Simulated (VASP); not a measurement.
Here is a VASP 6.6.1 calculation.

File INCAR:

```
  PREC = Accurate
  ENCUT = 600
  EDIFF = 1E-6
  ISMEAR = -1
  SIGMA = 0.03
  LREAL = F
  LASPH = T
  NELM = 60
  ALGO = Normal
  ISIF = 3
  LWAVE = F
  LCHARG = F
  GGA = PS
  IBRION = 2
  NSW = 100
  EDIFFG = -0.01
```

The input KPOINTS:

```
Automatic mesh
0
Gamma
  6 6 4
```

The input POSCAR:

```
GaAs
1.0
    4.1128602457      0.0000000000      0.0000000000
   -2.0564301229      3.5618414550      0.0000000000
    0.0000000000      0.0000000000      5.1408021000
Ga As
2 2
Direct
    0.3333333333      0.6666666667      0.2500000000
    0.6666666667      0.3333333333      0.7500000000
    0.6666666667      0.3333333333      0.2500000000
    0.3333333333      0.6666666667      0.7500000000
```

Potentials or basis: VASP PAW PBE potentials, release 64 (Ga_d, As).

Run with:

```sh
$ cat potpaw_PBE.64/Ga_d/POTCAR potpaw_PBE.64/As/POTCAR > POTCAR
$ mpirun -np 1 vasp_std > vasp.out
```

**Question.** Estimate the space group after relaxing (to 0.1 Å).

**Answer.** P6_3/mmc (No. 194).

**Question.** What does it give for the band gap on the k mesh?

**Answer.** Zero (bands 18 and 19 overlap by 1.10 eV).

Final structure:
```yaml
crystal:
  lattice:
    - [4.27177, 0.00000, 0.00000]
    - [-2.13588, 3.69946, 0.00000]
    - [0.00000, 0.00000, 5.63918]
  atoms:
    - { symbol: Ga, position: [0.33333, 0.66667, 0.25000] }
    - { symbol: Ga, position: [0.66667, 0.33333, 0.75000] }
    - { symbol: As, position: [0.66667, 0.33333, 0.25000] }
    - { symbol: As, position: [0.33333, 0.66667, 0.75000] }
```
